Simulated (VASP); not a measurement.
# Os (Fm-3m) in VASP: notebook

Os is run at these levels: LDA; tasks: single point.

Program: VASP 6.6.1. These are calculated values, not measurements. Logs are shortened: lines on timing, memory, paths and dates and some standing lists are left out, and cuts for length are marked.

## (1) The cell of the first run

It takes space group Fm-3m (No. 225, cubic). Conventional cell: a = 3.790 Å, b = 3.790 Å, c = 3.790 Å, α = 90.00°, β = 90.00°, γ = 90.00°. Within 3.5 Å of Os (site symmetry m-3m) lie 12 Os at 2.68 Å.

This isn't the form of Os at room conditions, which is hcp.

## (2) Single point, LDA

Input file INCAR:

```
SYSTEM = Os
PREC = Accurate ; ENCUT = 520
EDIFF = 1E-6 ; ISMEAR = -1
SIGMA = 0.05 ; LREAL = .False.
LASPH = .True. ; NELM = 100
ALGO = Normal ; ISIF = 2
LWAVE = .False. ; LCHARG = .True.
GGA = CA ; LELF = .True.
LVHAR = .True. ; NBANDS = 10
```

Input file KPOINTS:

```
regular mesh
0
Gamma
  21 21 21
  0 0 0
```

Input file POSCAR:

```
Os
1.0
    0.0000000000      1.8948567697      1.8948567697
    1.8948567697      0.0000000000      1.8948567697
    1.8948567697      1.8948567697      0.0000000000
Os
1
Direct
    0.0000000000      0.0000000000      0.0000000000
```

Potentials or basis: VASP PAW LDA potentials, release 64 (Os).

Launch:

```sh
$ cat potpaw_LDA.64/Os/POTCAR > POTCAR
$ mpirun -np 1 vasp_std > vasp.out
```

OUTCAR:

```text
SYSTEM = Os
   PREC = Accurate
   ENCUT = 520
   EDIFF = 1E-6
   ISMEAR = -1
   LREAL = .False.
   LASPH = .True.
   NELM = 100
   ISIF = 2
   GGA = CA

 ion  position               nearest neighbor table
   1  0.000  0.000  0.000-

  LATTYP: Found a face centered cubic cell.
 ALAT       =     3.7897135394

  Lattice vectors:

 A1 = (   0.0000000000,   1.8948567697,   1.8948567697)
 A2 = (   1.8948567697,   0.0000000000,   1.8948567697)
 A3 = (   1.8948567697,   1.8948567697,   0.0000000000)

Analysis of symmetry for initial positions (statically):
=====================================================================
 Subroutine PRICEL returns:
 Original cell was already a primitive cell.

 Routine SETGRP: Setting up the symmetry group for a
 face centered cubic supercell.

 Subroutine GETGRP returns: Found 48 space group operations
 (whereof 48 operations were pure point group operations)
 out of a pool of 48 trial point group operations.

The static configuration has the point symmetry O_h .

Analysis of symmetry for dynamics (positions and initial velocities):
=====================================================================
 Subroutine PRICEL returns:
 Original cell was already a primitive cell.

 Routine SETGRP: Setting up the symmetry group for a
 face centered cubic supercell.

 Subroutine GETGRP returns: Found 48 space group operations
 (whereof 48 operations were pure point group operations)
 out of a pool of 48 trial point group operations.

The dynamic configuration has the point symmetry O_h .

 Subroutine INISYM returns: Found 48 space group operations
 (whereof 48 operations are pure point group operations),
 and found     1 'primitive' translations

----------------------------------------------------------------------------------------

                                     Primitive cell

  volume of cell :      13.6069

  direct lattice vectors                    reciprocal lattice vectors
     0.000000000  1.894856770  1.894856770    -0.263872187  0.263872187  0.263872187
     1.894856770  0.000000000  1.894856770     0.263872187 -0.263872187  0.263872187
     1.894856770  1.894856770  0.000000000     0.263872187  0.263872187 -0.263872187

  length of vectors
     2.679732142  2.679732142  2.679732142     0.457040035  0.457040035  0.457040035

  position of ions in fractional coordinates (direct lattice)
     0.000000000  0.000000000  0.000000000

  ion indices of the primitive-cell ions
   primitive index   ion index
                 1           1

----------------------------------------------------------------------------------------

 KPOINTS: regular mesh

Automatic generation of k-mesh.
 Grid dimensions read from file:
 generate k-points for:   21   21   21

 Generating k-lattice:

  Cartesian coordinates                     Fractional coordinates (reciprocal lattice)
    -0.012565342  0.012565342  0.012565342     0.047619048  0.000000000  0.000000000
     0.012565342 -0.012565342  0.012565342     0.000000000  0.047619048  0.000000000
     0.012565342  0.012565342 -0.012565342     0.000000000  0.000000000  0.047619048

  Length of vectors
     0.021763811  0.021763811  0.021763811

  Shift w.r.t. Gamma in fractional coordinates (k-lattice)
     0.000000000  0.000000000  0.000000000

 Subroutine IBZKPT returns following result:
 ===========================================

 Found    286 irreducible k-points:

 Following reciprocal coordinates:
            Coordinates               Weight
  0.000000  0.000000  0.000000      1.000000
  0.047619  0.000000  0.000000      8.000000
  0.095238  0.000000  0.000000      8.000000
  0.142857  0.000000  0.000000      8.000000
  0.190476  0.000000  0.000000      8.000000
  0.238095  0.000000  0.000000      8.000000
[... 16 lines left out ...]
 -0.428571  0.047619  0.000000     24.000000
 -0.380952  0.047619  0.000000     24.000000
 [... further k-points ...]
   k-points           NKPTS =    286   k-points in BZ     NKDIM =    286   number of bands    NBANDS=     10
   number of dos      NEDOS =    301   number of ions     NIONS =      1
   total plane-waves  NPLWV =   8000
   dimension x,y,z NGX =    20 NGY =   20 NGZ =   20
   dimension x,y,z NGXF=    40 NGYF=   40 NGZF=   40
   ions per type =               1
   NGX,Y,Z   is equivalent  to a cutoff of  12.41, 12.41, 12.41 a.u.
   NGXF,Y,Z  is equivalent  to a cutoff of  24.82, 24.82, 24.82 a.u.
 SYSTEM =  Os
   PREC   = accura    normal or accurate (medium, high low for compatibility)
   ISTART =      0    job   : 0-new  1-cont  2-samecut
   ICHARG =      2    charge: 1-file 2-atom 10-const
   ISPIN  =      1    spin polarized calculation?
   LNONCOLLINEAR =      F non collinear calculations
   LSORBIT =      F    spin-orbit coupling
   LASPH  =      T    aspherical Exc in radial PAW
   ENCUT  =  520.0 eV  38.22 Ry    6.18 a.u.   4.98  4.98  4.98*2*pi/ulx,y,z
   NELM   =    100;   NELMIN=  2; NELMDL= -5     # of ELM steps
   EDIFF  = 0.1E-05   stopping-criterion for ELM
   LREAL  =      F    real-space projection
   EDIFFG = 0.1E-04   stopping-criterion for IOM
   NSW    =      0    number of steps for IOM
   IBRION =     -1    ionic relax: 0-MD 1-quasi-New 2-CG
   NFREE  =      0    steps in history (QN), initial steepest desc. (CG)
   ISIF   =      2    stress and relaxation
   ISYM   =      2    0-nonsym 1-usesym 2-fastsym
   POTIM  = 0.5000    time-step for ionic-motion
   TEBEG  =    0.0;   TEEND  =   0.0 temperature during run
   PSTRESS=    0.0 pullay stress
   NELECT =       8.0000    total number of electrons
   NUPDOWN=      -1.0000    fix difference up-down
   EMIN   =  10.00;   EMAX   =-10.00  energy-range for DOS
   EFERMI =   0.00;   METHOD = LEGACY
   ISMEAR =    -1;   SIGMA  =   0.05  broadening in eV -4-tet -1-fermi 0-gaus
   EFERMI_NEDOS =   21; number of points for ismear=-14 and -15
   IALGO  =     38    algorithm
   IMIX   =      4    mixing-type and parameters
     AMIX     =   0.40;   BMIX     =  1.00
     AMIX_MAG =   1.60;   BMIX_MAG =  1.00
  volume/ion in A,a.u.               =      13.61        91.82
  Fermi-wavevector in a.u.,A,eV,Ry     =   1.371466  2.591695 25.591464  1.880920
  Thomas-Fermi vector in A             =   2.497160
   LORBIT       =      0    0 simple, 1 ext, 2 COOP (PROOUT), +10 PAW based schemes
   GGA     = CA    functional components
   LHFCALC =     F    Hartree Fock is set to
   AEXX    =    0.0000 exact exchange contribution
   IVDW    =     0    specifies the selected vdW correction
   LEPSILON=     F    determine dielectric tensor
   LRPA    =     F    only Hartree local field effects (RPA)
 non-spin polarized calculation
  energy-cutoff  :      520.00
  volume of cell :       13.61
 maximum number of plane-waves:       378
   NGX =  9   NGY =  9   NGZ =  9

 number of electron       8.0000000 magnetization

 Free energy of the ion-electron system (eV)
  ---------------------------------------------------
  ext. energy  EPLUGINS =         0.00000000
  ---------------------------------------------------
  free energy    TOTEN  =       -12.51000059 eV

  energy without entropy =      -12.50333686  energy(sigma->0) =      -12.50666872

 E-fermi :   9.6765     XC(G=0): -14.3352

 val. band max:        9.6674277780   @ k =   0.4762   0.3810   0.0000
 cond. band min:       9.6866038954   @ k =   0.3810   0.3810   0.0000
 fundamental gap:      0.0191761175
 Fermi energy:         9.6764573243

 k-point     1 :       0.0000    0.0000    0.0000
  band No.  band energies     occupation
      1      -1.2978      2.00000
      2       6.5549      2.00000
      3       6.5549      2.00000
      4       6.5549      2.00000
      5       9.7488      0.38117
      6       9.7488      0.38116
      7      24.0083      0.00000
      8      29.9468      0.00000
      9      29.9468      0.00000
     10      29.9468      0.00000

 k-point     2 :       0.0476    0.0000    0.0000
  band No.  band energies     occupation
      1      -1.1872      2.00000
      2       6.4866      2.00000
      3       6.6061      2.00000
      4       6.6061      2.00000
      5       9.7099      0.67796
      6       9.7099      0.67795
      7      24.2171      0.00000
      8      29.3631      0.00000
      9      30.1441      0.00000
     10      30.1441      0.00000

 k-point     3 :       0.0952    0.0000    0.0000
  band No.  band energies     occupation
      1      -0.8648      2.00000
      2       6.3044      2.00000
      3       6.7459      2.00000
      4       6.7459      2.00000
      5       9.6150      1.54742
      6       9.6150      1.54742
      7      24.8047      0.00000
      8      28.1792      0.00000
      9      30.7235      0.00000
     10      30.7235      0.00000

 k-point     4 :       0.1429    0.0000    0.0000
  band No.  band energies     occupation
      1      -0.3612      2.00000
      2       6.0715      2.00000
      3       6.9268      2.00000
      4       6.9268      2.00000
      5       9.5314      1.89579
      6       9.5314      1.89579
      7      25.5865      0.00000
      8      27.0064      0.00000
      9      31.6495      0.00000
     10      31.6495      0.00000
[... 222 lines left out ...]
 k-point    22 :      -0.4762    0.0476    0.0000
  band No.  band energies     occupation
      1       1.8645      2.00000
      2       6.2905      2.00000
      3       6.4728      2.00000
      4       9.2512      1.99960
      5      12.2227      0.00000
      6      12.7009      0.00000
      7      19.0514      0.00000
      8      23.7684      0.00000
      9      30.2243      0.00000
     10      30.4322      0.00000

 k-point    23 :      -0.4286    0.0476    0.0000
  band No.  band energies     occupation
      1       1.8773      2.00000
      2       6.3536      2.00000
      3       6.5076      2.00000
      4       8.8339      2.00000
      5      11.8947      0.00000
      6      12.5792      0.00000
      7      19.6147      0.00000
      8      24.0142      0.00000
      9      30.3560      0.00000
     10      31.0954      0.00000

 k-point    24 :      -0.3810    0.0476    0.0000
  band No.  band energies     occupation
      1       1.8876      2.00000
      2       6.4835      2.00000
      3       6.6115      2.00000
      4       7.9725      2.00000
      5      11.3567      0.00000
      6      12.1763      0.00000
      7      20.7073      0.00000
      8      24.6654      0.00000
      9      31.0357      0.00000
     10      32.2941      0.00000

 [... further k-points ...]

------------------------ aborting loop because EDIFF is reached ----------------------------------------

  FORCE on cell =-STRESS in cart. coord.  units (eV):
  Direction    XX          YY          ZZ          XY          YZ          ZX
  --------------------------------------------------------------------------------------
  -------------------------------------------------------------------------------------
  Total        0.4856629      0.4856629      0.4856629      0.0000000      0.0000000      0.0000000
  in kB       57.1855576     57.1855576     57.1855576      0.0000000      0.0000000      0.0000000
  external PRESSURE =      57.1855576 kB  Pullay stress =       0.0000000 kB

 VOLUME and BASIS-vectors are now :
 -----------------------------------------------------------------------------
  energy-cutoff  :      520.00
  volume of cell :       13.61
      direct lattice vectors                 reciprocal lattice vectors
     0.000000000  1.894856770  1.894856770    -0.263872187  0.263872187  0.263872187
     1.894856770  0.000000000  1.894856770     0.263872187 -0.263872187  0.263872187
     1.894856770  1.894856770  0.000000000     0.263872187  0.263872187 -0.263872187

 POSITION                                       TOTAL-FORCE (eV/Angst)
 -----------------------------------------------------------------------------------
      0.00000      0.00000      0.00000        -0.000000      0.000000     -0.000000
 -----------------------------------------------------------------------------------
    total drift:                                0.000000      0.000000      0.000000

  FREE ENERGIE OF THE ION-ELECTRON SYSTEM (eV)
  ---------------------------------------------------
  free  energy   TOTEN  =       -12.5100005862 eV

  energy  without entropy=      -12.5033368580  energy(sigma->0) =      -12.50666872
```

It took 58 s on 1 thread of Intel Xeon 8259CL, shared host; peak memory 0.15 GiB.

Results:

```yaml
Free_energy: -12.5100 eV
Pressure: 5.7 GPa
Band_gap_on_the_k_mesh: zero (bands 4 and 5 overlap by 4.29 eV)
```

Levels at points of the mesh, in eV from the Fermi level:
```csv
k point,band 2,band 3,band 4,band 5,band 6,band 7
"(0.00, 0.00, 0.00)",-3.12,-3.12,-3.12,0.07,0.07,14.33
```

Caveat: the cell stands under pressure; spin-orbit coupling is left out, which moves the levels of the heavy elements.

[end of part 1 of 2]
